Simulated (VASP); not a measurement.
The system is Ta.

```
Ta
1.0
     2.90037    0.00000    0.00000
    -1.45019    2.51180    0.00000
     0.00000    0.00000    5.16627
Ta
2
Direct
  0.66667 0.33333 0.75000
  0.33333 0.66667 0.25000
```

```yaml
Program: VASP 6.6.1
Task: relaxation of cell and atoms
Functional: LDA
Potentials_or_basis: VASP PAW LDA potentials, release 64 (Ta_sv_GW)
Cutoff: 500 eV
k_mesh: 11 × 11 × 6
Occupations: fermi-dirac, width 0.15 eV
Spin: no spin polarisation
```

At the start: pressure -11.8 GPa; volume 18.82 Å³/atom.

Task: How do energy, volume and symmetry change on relaxing?

Result: Over 8 steps the energy falls by 43.8 meV/atom and the volume is 17.69 Å³/atom (-6.0 %); space group P6_3/mmc (No. 194, to 0.05 Å).

Step by step:
```tsv
step	energy change (eV)	largest force (eV/Å)	pressure (GPa)	volume (Å³)
1	0.0000	0.0000	-11.82	37.64
2	0.4664	0.0000	41.02	30.57
3	-0.0873	0.0000	-0.76	35.51
4	-0.0876	0.0000	-0.24	35.40
5	-0.0875	0.0000	0.19	35.35
6	-0.0875	0.0000	-0.37	35.45
7	-0.0876	0.0000	-0.09	35.39
8	-0.0876	0.0000	0.05	35.38
```

Final structure:
```cif
data_structure
_symmetry_space_group_name_H-M 'P 1'
_symmetry_Int_Tables_number 1
_cell_length_a 2.8387
_cell_length_b 2.8387
_cell_length_c 5.0694
_cell_angle_alpha 90.000
_cell_angle_beta 90.000
_cell_angle_gamma 120.000
_cell_volume 35.38
loop_
_atom_site_label
_atom_site_type_symbol
_atom_site_fract_x
_atom_site_fract_y
_atom_site_fract_z
_atom_site_occupancy
Ta1 Ta 0.66667 0.33333 0.75000 1
Ta2 Ta 0.33333 0.66667 0.25000 1
```
